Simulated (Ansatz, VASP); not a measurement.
One calculation of ZrC, two programs

```
CELL_PARAMETERS angstrom
3.34462 0.00000 0.00000
-1.67231 2.89652 0.00000
0.00000 0.00000 8.19260
ATOMIC_POSITIONS crystal
Zr 0.00000 0.00000 0.00000
Zr 0.33333 0.66667 0.33333
Zr 0.66667 0.33333 0.66667
C 0.66667 0.33333 0.16667
C 0.00000 0.00000 0.50000
C 0.33333 0.66667 0.83333
```

Alike in both runs: task relaxation of cell and atoms; functional PBE; k mesh 12 × 12 × 6; occupations gaussian, width 0.1 eV; no spin polarisation.

|  | VASP | Ansatz |
| --- | --- | --- |
| version | VASP 6.6.1 | Ansatz 0.2.0 |
| potentials or method | VASP PAW PBE potentials, release 64 (Zr_sv, C), cutoff 600 eV | scalar-relativistic, plane waves, PAW |
| valence electrons in the cell | 48 | 48 |

|  | VASP | Ansatz | Ansatz less VASP |
| --- | --- | --- | --- |
| gap on the k mesh at the Fermi level, each at its own relaxed structure (eV) | none | none | - |
| relaxed volume (Å³/atom) | 13.06 | 13.05 | -0.009 |
| relaxed cell length with the largest relative difference (Å) | 8.157 | 8.154 | -0.0031 |

A gap of «none» marks a metal or a gap that the smearing closes.
